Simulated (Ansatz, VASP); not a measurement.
**Sc: VASP beside Ansatz**

```
Sc
1.0
     2.87878    0.00000    0.00000
     0.00000    2.87878    0.00000
     0.00000    0.00000    2.87878
Sc
1
Direct
  0.00000 0.00000 0.00000
```

Alike in both runs: task single point; functional PBEsol; k mesh 12 × 12 × 12; occupations fermi-dirac, width 0.1 eV; no spin polarisation.

```csv
,VASP,Ansatz
version,VASP 6.6.1,Ansatz 0.2.0
potentials or method,"VASP PAW PBE potentials, release 64 (Sc_sv), cutoff 500 eV","plane waves (420 eV) with PAW, scalar-relativistic"
valence electrons in the cell,11,11
```

|  | VASP | Ansatz | Ansatz less VASP |
| --- | --- | --- | --- |
| pressure (GPa) | 1.6 | 1.6 | 0.00 |

VASP's potentials were made for PBE, not for PBEsol, and Ansatz warns of the same on its side.
